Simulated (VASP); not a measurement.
# ZnO (P4/nmm) in VASP: notebook

ZnO is run at these levels: PBE; tasks: single point, relaxation of cell and atoms.

All numbers are computed with VASP 6.6.1; they aren't measurements. Logs are shortened: lines on timing, memory, paths and dates and some standing lists are left out, and cuts for length are marked.

## Step 1: The cell of the first run

It takes space group P4/nmm (No. 129, tetragonal). The conventional cell has a = 3.784 Å, b = 3.784 Å, c = 3.846 Å, α = 90.00°, β = 90.00°, γ = 90.00°. Zn (site symmetry -4m2) has 8 O at 2.63 to 2.76 Å and 4 Zn at 2.68 Å within 3.5 Å. Within 3.5 Å of O (site symmetry 4mm) lie 8 Zn at 2.63 to 2.76 Å and 4 O at 2.68 Å.

## Step 2: Single point, PBE

File INCAR:

```
ALGO = Normal
EDIFF = 1E-6
ENCUT = 520
GGA = PE
ISIF = 2
ISMEAR = 0
LASPH = T
LCHARG = F
LREAL = F
LWAVE = F
NBANDS = 26
NELM = 60
PREC = Accurate
SIGMA = 0.1
```

File KPOINTS:

```
k-points
0
Gamma
  4 4 4
```

File POSCAR:

```
ZnO
1.0
    3.7835269700      0.0000000000      0.0000000000
    0.0000000000      3.7835269700      0.0000000000
    0.0000000000      0.0000000000      3.8463157900
Zn O
2 2
Direct
    0.0000000000      0.0000000000      0.5000000000
    0.5000000000      0.5000000000      0.5000000000
    0.0000000000      0.5000000000      0.9761709300
    0.5000000000      0.0000000000      0.0238290700
```

Potentials or basis: VASP PAW PBE potentials, release 64 (Zn, O).

Launch:

```sh
$ cat potpaw_PBE.64/Zn/POTCAR potpaw_PBE.64/O/POTCAR > POTCAR
$ mpirun -np 1 vasp_std > vasp.out
```

OUTCAR:

```text
EDIFF = 1E-6
   ENCUT = 520
   GGA = PE
   ISIF = 2
   ISMEAR = 0
   LASPH = T
   LREAL = F
   NELM = 60
   PREC = Accurate

 ion  position               nearest neighbor table
   1  0.000  0.000  0.500-   2 2.68   2 2.68   2 2.68   2 2.68
   2  0.500  0.500  0.500-   1 2.68   1 2.68   1 2.68   1 2.68
   3  0.000  0.500  0.976-
   4  0.500  0.000  0.024-

  LATTYP: Found a simple tetragonal cell.
 ALAT       =     3.7835269700
 C/A-ratio  =     1.0165953145

  Lattice vectors:

 A1 = (   3.7835269700,   0.0000000000,   0.0000000000)
 A2 = (   0.0000000000,   3.7835269700,   0.0000000000)
 A3 = (   0.0000000000,   0.0000000000,   3.8463157900)

Analysis of symmetry for initial positions (statically):
=====================================================================
 Subroutine PRICEL returns:
 Original cell was already a primitive cell.

 Routine SETGRP: Setting up the symmetry group for a
 simple tetragonal supercell.

 Subroutine GETGRP returns: Found 16 space group operations
 (whereof  8 operations were pure point group operations)
 out of a pool of 16 trial point group operations.

The static configuration has the point symmetry D_2d.
 The point group associated with its full space group is D_4h.

Analysis of symmetry for dynamics (positions and initial velocities):
=====================================================================
 Subroutine PRICEL returns:
 Original cell was already a primitive cell.

 Routine SETGRP: Setting up the symmetry group for a
 simple tetragonal supercell.

 Subroutine GETGRP returns: Found 16 space group operations
 (whereof  8 operations were pure point group operations)
 out of a pool of 16 trial point group operations.

The dynamic configuration has the point symmetry D_2d.
 The point group associated with its full space group is D_4h.

 Subroutine INISYM returns: Found 16 space group operations
 (whereof  8 operations are pure point group operations),
 and found     1 'primitive' translations

----------------------------------------------------------------------------------------

                                     Primitive cell

  volume of cell :      55.0603

  direct lattice vectors                    reciprocal lattice vectors
     3.783526970  0.000000000  0.000000000     0.264303653  0.000000000  0.000000000
     0.000000000  3.783526970  0.000000000     0.000000000  0.264303653  0.000000000
     0.000000000  0.000000000  3.846315790     0.000000000  0.000000000  0.259989053

  length of vectors
     3.783526970  3.783526970  3.846315790     0.264303653  0.264303653  0.259989053

  position of ions in fractional coordinates (direct lattice)
     0.000000000  0.000000000  0.500000000
     0.500000000  0.500000000  0.500000000
     0.000000000  0.500000000  0.976170930
     0.500000000  0.000000000  0.023829070

  ion indices of the primitive-cell ions
   primitive index   ion index
                 1           1
                 2           2
                 3           3
                 4           4

----------------------------------------------------------------------------------------

 KPOINTS: k-points

Automatic generation of k-mesh.
 Grid dimensions read from file:
 generate k-points for:    4    4    4

 Generating k-lattice:

  Cartesian coordinates                     Fractional coordinates (reciprocal lattice)
     0.066075913  0.000000000  0.000000000     0.250000000  0.000000000  0.000000000
     0.000000000  0.066075913  0.000000000     0.000000000  0.250000000  0.000000000
     0.000000000  0.000000000  0.064997263     0.000000000  0.000000000  0.250000000

  Length of vectors
     0.066075913  0.066075913  0.064997263

  Shift w.r.t. Gamma in fractional coordinates (k-lattice)
     0.000000000  0.000000000  0.000000000

 Subroutine IBZKPT returns following result:
 ===========================================

 Found     18 irreducible k-points:

 Following reciprocal coordinates:
            Coordinates               Weight
  0.000000  0.000000  0.000000      1.000000
  0.250000  0.000000  0.000000      4.000000
  0.500000  0.000000  0.000000      2.000000
  0.250000  0.250000  0.000000      4.000000
  0.500000  0.250000  0.000000      4.000000
  0.500000  0.500000  0.000000      1.000000
[... 10 lines left out ...]
  0.500000  0.250000  0.500000      4.000000
  0.500000  0.500000  0.500000      1.000000
   k-points           NKPTS =     18   k-points in BZ     NKDIM =     18   number of bands    NBANDS=     26
   number of dos      NEDOS =    301   number of ions     NIONS =      4
   total plane-waves  NPLWV =  23520
   dimension x,y,z NGX =    28 NGY =   28 NGZ =   30
   dimension x,y,z NGXF=    56 NGYF=   56 NGZF=   60
   ions per type =               2   2
   NGX,Y,Z   is equivalent  to a cutoff of  12.30, 12.30, 12.97 a.u.
   NGXF,Y,Z  is equivalent  to a cutoff of  24.61, 24.61, 25.93 a.u.
 SYSTEM =  unknown system
   PREC   = accura    normal or accurate (medium, high low for compatibility)
   ISTART =      0    job   : 0-new  1-cont  2-samecut
   ICHARG =      2    charge: 1-file 2-atom 10-const
   ISPIN  =      1    spin polarized calculation?
   LNONCOLLINEAR =      F non collinear calculations
   LSORBIT =      F    spin-orbit coupling
   LASPH  =      T    aspherical Exc in radial PAW
   ENCUT  =  520.0 eV  38.22 Ry    6.18 a.u.   7.03  7.03  7.15*2*pi/ulx,y,z
   NELM   =     60;   NELMIN=  2; NELMDL= -5     # of ELM steps
   EDIFF  = 0.1E-05   stopping-criterion for ELM
   LREAL  =      F    real-space projection
   EDIFFG = 0.1E-04   stopping-criterion for IOM
   NSW    =      0    number of steps for IOM
   IBRION =     -1    ionic relax: 0-MD 1-quasi-New 2-CG
   NFREE  =      0    steps in history (QN), initial steepest desc. (CG)
   ISIF   =      2    stress and relaxation
   ISYM   =      2    0-nonsym 1-usesym 2-fastsym
   POTIM  = 0.5000    time-step for ionic-motion
   TEBEG  =    0.0;   TEEND  =   0.0 temperature during run
   PSTRESS=    0.0 pullay stress
   NELECT =      36.0000    total number of electrons
   NUPDOWN=      -1.0000    fix difference up-down
   EMIN   =  10.00;   EMAX   =-10.00  energy-range for DOS
   EFERMI =   0.00;   METHOD = LEGACY
   ISMEAR =     0;   SIGMA  =   0.10  broadening in eV -4-tet -1-fermi 0-gaus
   EFERMI_NEDOS =   21; number of points for ismear=-14 and -15
   IALGO  =     38    algorithm
   IMIX   =      4    mixing-type and parameters
     AMIX     =   0.40;   BMIX     =  1.00
     AMIX_MAG =   1.60;   BMIX_MAG =  1.00
  volume/ion in A,a.u.               =      13.77        92.89
  Fermi-wavevector in a.u.,A,eV,Ry     =   1.420898  2.685107 27.469484  2.018950
  Thomas-Fermi vector in A             =   2.541764
   LORBIT       =      0    0 simple, 1 ext, 2 COOP (PROOUT), +10 PAW based schemes
   GGA     = PE    functional components
   LHFCALC =     F    Hartree Fock is set to
   AEXX    =    0.0000 exact exchange contribution
   IVDW    =     0    specifies the selected vdW correction
   LEPSILON=     F    determine dielectric tensor
   LRPA    =     F    only Hartree local field effects (RPA)
 non-spin polarized calculation
 Gauss-broadening in eV      SIGMA  =   0.10
  energy-cutoff  :      520.00
  volume of cell :       55.06
 maximum number of plane-waves:      1508
   NGX = 15   NGY = 15   NGZ = 15

 number of electron      35.9999987 magnetization

 Free energy of the ion-electron system (eV)
  ---------------------------------------------------
  ext. energy  EPLUGINS =         0.00000000
  ---------------------------------------------------
  free energy    TOTEN  =       -10.99673801 eV

  energy without entropy =      -10.98134463  energy(sigma->0) =      -10.98904132

 E-fermi :   1.0673     XC(G=0): -10.6602

 val. band max:        1.0668141973   @ k =   0.2500   0.2500   0.0000
 cond. band min:       1.1240084640   @ k =   0.5000   0.5000   0.2500
 fundamental gap:      0.0571942667
 Fermi energy:         1.0672725125

 k-point     1 :       0.0000    0.0000    0.0000
  band No.  band energies     occupation
      1     -16.0970      2.00000
      2     -14.6591      2.00000
      3      -6.5055      2.00000
      4      -6.3091      2.00000
      5      -6.2865      2.00000
      6      -5.8422      2.00000
[... 18 lines left out ...]
     25      12.2830      0.00000
     26      13.2789      0.00000

 k-point     2 :       0.2500    0.0000    0.0000
  band No.  band energies     occupation
      1     -15.8805      2.00000
      2     -14.8576      2.00000
      3      -6.3706      2.00000
      4      -6.1633      2.00000
      5      -6.1063      2.00000
      6      -5.8501      2.00000
[... 18 lines left out ...]
     25      12.0887      0.00000
     26      12.1957      0.00000

 k-point     3 :       0.5000    0.0000    0.0000
  band No.  band energies     occupation
      1     -15.3608      2.00000
      2     -15.3608      2.00000
      3      -5.9944      2.00000
      4      -5.9944      2.00000
      5      -5.9123      2.00000
      6      -5.9123      2.00000
[... 18 lines left out ...]
     25      10.2576      0.00000
     26      10.2576      0.00000

 k-point     4 :       0.2500    0.2500    0.0000
  band No.  band energies     occupation
      1     -15.7062      2.00000
      2     -14.9745      2.00000
      3      -6.4015      2.00000
      4      -6.0567      2.00000
      5      -5.9644      2.00000
      6      -5.8729      2.00000
[... 18 lines left out ...]
     25      11.2030      0.00000
     26      14.1752      0.00000

 k-point     5 :       0.5000    0.2500    0.0000
  band No.  band energies     occupation
      1     -15.3119      2.00000
      2     -15.3119      2.00000
      3      -6.2160      2.00000
      4      -6.2160      2.00000
      5      -5.9771      2.00000
      6      -5.9771      2.00000
[... 18 lines left out ...]
     25      13.9106      0.00000
     26      13.9106      0.00000

 k-point     6 :       0.5000    0.5000    0.0000
  band No.  band energies     occupation
      1     -15.2617      2.00000
      2     -15.2617      2.00000
      3      -6.3650      2.00000
      4      -6.3650      2.00000
      5      -6.0766      2.00000
      6      -6.0766      2.00000
[... 253 lines left out ...]
 k-point    15 :       0.5000    0.0000    0.5000
  band No.  band energies     occupation
      1     -15.2662      2.00000
      2     -15.2662      2.00000
      3      -6.0403      2.00000
      4      -6.0403      2.00000
      5      -5.9753      2.00000
      6      -5.9753      2.00000
[... 18 lines left out ...]
     25      11.2356      0.00000
     26      11.2356      0.00000

 k-point    16 :       0.2500    0.2500    0.5000
  band No.  band energies     occupation
      1     -15.5789      2.00000
      2     -14.9193      2.00000
      3      -6.4454      2.00000
      4      -6.2068      2.00000
      5      -5.9137      2.00000
      6      -5.8788      2.00000
[... 18 lines left out ...]
     25      12.7107      0.00000
     26      15.4241      0.00000

 k-point    17 :       0.5000    0.2500    0.5000
  band No.  band energies     occupation
      1     -15.2386      2.00000
      2     -15.2386      2.00000
      3      -6.2050      2.00000
      4      -6.2050      2.00000
      5      -5.8791      2.00000
      6      -5.8791      2.00000
[... 18 lines left out ...]
     25      15.3089      0.00000
     26      15.3089      0.00000

 k-point    18 :       0.5000    0.5000    0.5000
  band No.  band energies     occupation
      1     -15.2109      2.00000
      2     -15.2109      2.00000
      3      -6.3172      2.00000
      4      -6.3172      2.00000
      5      -5.8011      2.00000
      6      -5.8011      2.00000
[... 18 lines left out ...]
     25      14.1912      0.00000
     26      14.1912      0.00000

------------------------ aborting loop because EDIFF is reached ----------------------------------------

  FORCE on cell =-STRESS in cart. coord.  units (eV):
  Direction    XX          YY          ZZ          XY          YZ          ZX
  --------------------------------------------------------------------------------------
  -------------------------------------------------------------------------------------
  Total       -0.6660672     -0.6660672    -16.8455864      0.0000000      0.0000000      0.0000000
  in kB      -19.3816182    -19.3816182   -490.1828472      0.0000000      0.0000000      0.0000000
  external PRESSURE =    -176.3153612 kB  Pullay stress =       0.0000000 kB

 VOLUME and BASIS-vectors are now :
 -----------------------------------------------------------------------------
  energy-cutoff  :      520.00
  volume of cell :       55.06
      direct lattice vectors                 reciprocal lattice vectors
     3.783526970  0.000000000  0.000000000     0.264303653  0.000000000  0.000000000
     0.000000000  3.783526970  0.000000000     0.000000000  0.264303653  0.000000000
     0.000000000  0.000000000  3.846315790     0.000000000  0.000000000  0.259989053

 POSITION                                       TOTAL-FORCE (eV/Angst)
 -----------------------------------------------------------------------------------
      0.00000      0.00000      1.92316         0.000000      0.000000      0.000000
      1.89176      1.89176      1.92316        -0.000000      0.000000      0.000000
      0.00000      1.89176      3.75466         0.000000      0.000000     -1.574561
      1.89176      0.00000      0.09165         0.000000      0.000000      1.574561
 -----------------------------------------------------------------------------------
    total drift:                                0.000000      0.000000      0.000000

  FREE ENERGIE OF THE ION-ELECTRON SYSTEM (eV)
  ---------------------------------------------------
  free  energy   TOTEN  =       -10.9967380149 eV

  energy  without entropy=      -10.9813446289  energy(sigma->0) =      -10.98904132
```

Wall time 12 s (1 thread of Intel Xeon Platinum 8559C (Emerald Rapids), shared host); peak memory 0.16 GiB.

What came out:

```
Free energy            : -10.9967 eV
Pressure               : -17.6 GPa
Largest force          : 1.575 eV/Å
Band gap on the k mesh : zero (band 18 reaches 1.25 eV, above the bottom of band 19 at 0.88 eV)
```

Forces on the atoms (eV/Å):
```
Zn   0.000  0.000  0.000
Zn   0.000  0.000  0.000
O    0.000  0.000 -1.575
O    0.000  0.000  1.575
```

Stress tensor (GPa, compression positive):
```
 -1.94   0.00   0.00
  0.00  -1.94   0.00
  0.00   0.00 -49.02
```

Levels at points of the mesh, in eV from the Fermi level:
```
           k point  band 15  band 16  band 17  band 18  band 19  band 20  band 21  band 22
(0.00, 0.00, 0.00)    -2.89    -2.89    -1.35    -0.19    -0.19     4.19     5.27     5.27
(0.50, 0.00, 0.00)    -2.01    -2.01    -1.55    -1.55     0.36     0.36     8.05     8.05
(0.50, 0.50, 0.00)    -1.64    -1.64     0.19     0.19     0.83     0.83     2.39     2.39
(0.00, 0.00, 0.50)    -2.12    -1.52    -0.09    -0.09     1.46     3.69     3.69     4.24
(0.50, 0.00, 0.50)    -1.99    -1.99    -1.20    -1.20     1.23     1.23     7.01     7.01
(0.50, 0.50, 0.50)    -3.72    -3.72    -0.50    -0.50     0.54     0.54     3.90     3.90
```

Caveat: the k points lie up to 0.42 Å⁻¹ apart; forces of over 1 eV/Å act on the atoms, so gaps and moduli don't describe the material at rest.

(Continued in part 2 of 2.)
